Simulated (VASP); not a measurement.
Wanted: the native input for a VASP 6.6.1 run.

```
Task                   : single point
Functional             : r2SCAN
Potentials or basis    : VASP PAW PBE potentials, release 64 (Hf_pv)
Cutoff                 : 520 eV
k mesh                 : 11 × 11 × 6
Occupations            : gaussian, width 0.6 eV
Spin                   : no spin polarisation
Dipole correction      : no
Further INCAR settings : ALGO = Normal; EDIFF = 1e-06; NBANDS = 17
```

Hf:

```
Hf
1.0
     3.19873    0.00000    0.00000
    -1.59937    2.77018    0.00000
     0.00000    0.00000    5.05050
Hf
2
Direct
  0.33333 0.66667 0.25000
  0.66667 0.33333 0.75000
```

These files were run (other wordings do the same):

POSCAR

```
Hf
1.0
    3.1987335297      0.0000000000      0.0000000000
   -1.5993667648      2.7701844966      0.0000000000
    0.0000000000      0.0000000000      5.0505021987
Hf
2
Direct
    0.3333333333      0.6666666667      0.2500000000
    0.6666666667      0.3333333333      0.7500000000
```

INCAR.step1

```
PREC = Accurate ; ENCUT = 520
ISMEAR = 0 ; SIGMA = 0.6
LREAL = False ; LASPH = True
NELM = 80 ; NBANDS = 17
GGA = PE ; ALGO = Normal
EDIFF = 1E-4 ; LWAVE = True
LCHARG = False
```

INCAR.step2

```
PREC = Accurate ; ENCUT = 520
EDIFF = 1E-6 ; ISMEAR = 0
SIGMA = 0.6 ; LREAL = False
LASPH = True ; NELM = 80
ALGO = Normal ; ISIF = 2
LWAVE = False ; LCHARG = False
METAGGA = R2SCAN ; LMIXTAU = True
NBANDS = 17 ; ISTART = 1
```

KPOINTS

```
Automatic mesh
0
Gamma
  11 11 6
```

Potentials or basis: VASP PAW PBE potentials, release 64 (Hf_pv).

Run with:

```bash
$ cat potpaw_PBE.64/Hf_pv/POTCAR > POTCAR
$ cp INCAR.step1 INCAR
$ mpirun -np 1 vasp_std > vasp.out
$ cp INCAR.step2 INCAR
$ mpirun -np 1 vasp_std > vasp.out
```

Results of the run:

```
Pressure               : -0.2 GPa
Band gap on the k mesh : zero (bands 10 and 11 overlap by 1.70 eV)
```

Caveat: so wide a smearing shifts energies and pressures; the PAW data sets were made with another functional, which shifts forces and pressure a little; spin-orbit coupling is left out, which moves the levels of the heavy elements.

It took 100 s on 1 thread of AMD EPYC 9R45 96-Core Processor (Zen 5), on a shared host, peak memory 0.16 GiB.
